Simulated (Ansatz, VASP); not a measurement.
# SnO in VASP and in Ansatz

File INCAR:

```
SYSTEM = SnO
PREC     = Accurate       ! precision mode
ENCUT    = 520            ! plane-wave cutoff, eV
EDIFF    = 1E-6           ! SCF threshold, eV
ISMEAR   = 0              ! smearing method
SIGMA    = 0.15           ! smearing width, eV
LREAL    = .False.        ! projectors in reciprocal space
LASPH    = .True.         ! aspherical terms in the spheres
NELM     = 60             ! most SCF steps
ALGO     = Normal         ! electronic algorithm
ISIF     = 2              ! what is computed and relaxed
LWAVE    = .False.        ! write WAVECAR
LCHARG   = .False.        ! write CHGCAR
GGA      = PS             ! functional
NBANDS   = 28             ! bands
```

KPOINTS

```
Automatic mesh
0
Gamma
  12 12 10
  0 0 0
```

POSCAR

```
SnO
1.0
    4.3008224000      0.0000000000      0.0000000000
    0.0000000000      3.3031776000      0.0000000000
    0.0000000000      0.0000000000      4.8360000000
Sn O
2 2
Direct
    0.0000000000      0.5000000000      0.2385000000
    0.5000000000      0.0000000000      0.7615000000
    0.0000000000      0.0000000000      0.0000000000
    0.5000000000      0.5000000000      0.0000000000
```

Input for Ansatz:

```yaml
crystal:
  lattice:
    - [4.3008224, 0.0, 0.0]
    - [0.0, 3.3031776, 0.0]
    - [0.0, 0.0, 4.836]
  atoms:
    - { symbol: Sn, position: [0.0, 0.5, 0.2385] }
    - { symbol: Sn, position: [0.5, 0.0, 0.7615] }
    - { symbol: O, position: [0.0, 0.0, 0.0] }
    - { symbol: O, position: [0.5, 0.5, 0.0] }
basis:
  ecutwfc: 420
kpoints:
  mp_grid: { grid: [12, 12, 10] }
hamiltonian:
  xc: pbesol
scf:
  occupations: { method: gaussian, width: 0.15 }
output:
  forces: true
  stress: true
  eigenvalues: true
```

Change from the starting cell: strain +0.1312 x Voigt [1, -1, 0, 0, 0, 0], atoms carried along.

Alike in both runs: task single point; functional PBEsol; k mesh 12 × 12 × 10; occupations gaussian, width 0.15 eV; no spin polarisation.

```csv
,VASP,Ansatz
version,VASP 6.6.1,Ansatz 0.2.0
potentials or method,"VASP PAW PBE potentials, release 64 (Sn_d, O), cutoff 520 eV","scalar-relativistic, plane waves, PAW"
valence electrons in the cell,40,40
```

Ansatz gave:

```
gap on the k mesh at the Fermi level (eV)                     : none
pressure (GPa)                                                : 8.3
traceless stress, the component that is largest in VASP (GPa) : 11.85
rms of the force components (eV/Å)                            : 1.107
```

Question: Which values does VASP return?

Answer: gap on the k mesh at the Fermi level (eV): none; pressure (GPa): 8.6; traceless stress, the component that is largest in VASP (GPa): 12.14; rms of the force components (eV/Å): 1.154.

VASP's potentials were made for PBE, not for PBEsol. Atom by atom the forces differ by 0.049 eV/Å (rms over components). A gap of «none» marks a metal or a gap that the smearing closes.
